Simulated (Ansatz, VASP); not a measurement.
# Two plane-wave programs on BaTe

```
Ba Te
1.0
     0.00000    3.83426    3.83426
     3.83426    0.00000    3.83426
     3.83426    3.83426    0.00000
Ba Te
1 1
Direct
  0.00000 0.00000 0.00000
  0.25000 0.25000 0.25000
```

Alike in both runs: task single point; functional r2SCAN; k mesh 6 × 6 × 6; no spin polarisation.

```csv
,VASP,Ansatz
version,VASP 6.6.1,Ansatz 0.2.0
potentials or method,"VASP PAW PBE potentials, release 64 (Ba_sv, Te)","plane waves, PAW"
plane-wave cutoff (eV),520,500
occupations,"gaussian, width 0.01 eV",fixed
valence electrons in the cell,16,26
```

```tsv
	VASP	Ansatz	Ansatz less VASP
gap on the k mesh at the Fermi level (eV)	3.03	3.02	-0.015
pressure (GPa)	1.6	1.3	-0.26
```

VASP's potentials were made for PBE, not for r2SCAN. VASP's potentials hold 16 valence electrons a cell and Ansatz's 26, so a difference there can come from the potentials and not from the codes.

Neither program's run includes spin-orbit coupling.
